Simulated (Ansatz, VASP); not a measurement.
**Au in VASP and in Ansatz**

```xyz
1
Lattice="0.0000 2.0787 2.0787 2.0787 0.0000 2.0787 2.0787 2.0787 0.0000" Properties=species:S:1:pos:R:3 pbc="T T T"
Au    0.0000    0.0000    0.0000
```

Alike in both runs: functional PBE; k mesh 17 × 17 × 17; occupations fermi-dirac, width 0.1 eV; no spin polarisation.

Ansatz relaxed the structure, and its values are those at the end. VASP's run is a single point on that final structure, the one shown.

|  | VASP | Ansatz |
| --- | --- | --- |
| version | VASP 6.6.1 | Ansatz 0.2.0 |
| potentials or method | VASP PAW PBE potentials, release 64 (Au) | PAW with Ansatz's default frozen-core files, scalar-relativistic |
| plane-wave cutoff (eV) | 520 | 420 |
| valence electrons in the cell | 11 | 19 |

|  | VASP | Ansatz | Ansatz less VASP |
| --- | --- | --- | --- |
| pressure (GPa) | -0.2 | 0.0 | +0.23 |

The functional is the same, so the differences come from potentials, cutoffs and numerics. VASP's potentials hold 11 valence electrons a cell and Ansatz's 19, so a difference there can come from the potentials and not from the codes.

Spin-orbit coupling is off throughout.
